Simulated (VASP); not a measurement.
Write the native input for VASP 6.6.1 that does the following.

* Task: single point
* Functional: PBE
* Potentials or basis: VASP PAW PBE potentials, release 64 (Pb_d)
* Cutoff: 520 eV
* k mesh: 9 × 9 × 9
* Occupations: fermi-dirac, width 0.05 eV
* Spin: no spin polarisation
* Dipole correction: no
* Further INCAR settings: ALGO = Fast; EDIFF = 1e-06; NBANDS = 13

The structure of Pb lies in POSCAR:

```
Pb
1.0
   -0.0069630000      2.4696840000      2.4484290000
    2.4475870000     -0.0269830000      2.4684490000
    2.4538240000      2.4959410000     -0.0332200000
Pb
1
Direct
   -0.0123650000      0.0070870000      0.0165600000
```

This cell differs from its parent crystal: the cell strained at random.

One way to write it, as run:

INCAR

```
SYSTEM = Pb
ALGO     = Fast           ! electronic algorithm
EDIFF    = 1E-6           ! SCF threshold, eV
ENCUT    = 520            ! plane-wave cutoff, eV
GGA      = PE             ! functional
ISIF     = 2              ! what is computed and relaxed
ISMEAR   = -1             ! smearing method
LASPH    = .TRUE.         ! aspherical terms in the spheres
LCHARG   = .TRUE.         ! write CHGCAR
LELF     = .TRUE.         ! ELF
LREAL    = .FALSE.        ! projectors in reciprocal space
LVHAR    = .TRUE.       
LWAVE    = .FALSE.        ! write WAVECAR
NBANDS   = 13             ! bands
NELM     = 60             ! most SCF steps
PREC     = Accurate       ! precision mode
SIGMA    = 0.05           ! smearing width, eV
```

KPOINTS

```
k-points
0
G
  9 9 9
  0 0 0
```

Potentials or basis: VASP PAW PBE potentials, release 64 (Pb_d).

Run with:

```console
$ cat potpaw_PBE.64/Pb_d/POTCAR > POTCAR
$ mpirun -np 1 vasp_std > vasp.out
```

Results of the run:

```yaml
Pressure: 2.3 GPa
Band_gap_on_the_k_mesh: zero (band 7 reaches 14.46 eV, above the bottom of band 8 at 5.68 eV)
```

Caveat: the cell differs from its parent crystal (the cell strained at random); spin-orbit coupling is left out, which moves the levels of the heavy elements.

Run time: 62 s on 1 thread of Intel(R) Xeon(R) 6975P-C (Granite Rapids), on a shared host, peak memory 0.26 GiB.
